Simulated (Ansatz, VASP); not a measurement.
# Si4O in VASP and in Ansatz

```
Si O
1.0
    -2.68553    2.68553    2.68553
     2.68553   -2.68553    2.68553
     2.68553    2.68553   -2.68553
Si O
4 1
Direct
  0.42964 0.42964 0.42964
  0.57036 0.00000 0.00000
  0.00000 0.00000 0.57036
  0.00000 0.57036 0.00000
  0.00000 0.00000 0.00000
```

Change from the starting cell: species swapped into the GeF4 type (I-43m, No. 217).

Alike in both runs: task relaxation of cell and atoms; functional PBE; k mesh 10 × 10 × 10; occupations gaussian, width 0.1 eV; no spin polarisation.

|  | VASP | Ansatz |
| --- | --- | --- |
| version | VASP 6.6.1 | Ansatz 0.2.0 |
| potentials or method | VASP PAW PBE potentials, release 64 (Si, O), cutoff 600 eV | scalar-relativistic, plane waves, PAW |
| valence electrons in the cell | 22 | 22 |

|  | VASP | Ansatz | Ansatz less VASP |
| --- | --- | --- | --- |
| gap on the k mesh at the Fermi level, each at its own relaxed structure (eV) | none | none | - |
| relaxed volume (Å³/atom) | 15.23 | 15.25 | +0.016 |
| relaxed cell length with the largest relative difference (Å) | 4.625 | 4.627 | +0.0017 |

A gap of «none» marks a metal or a gap that the smearing closes.
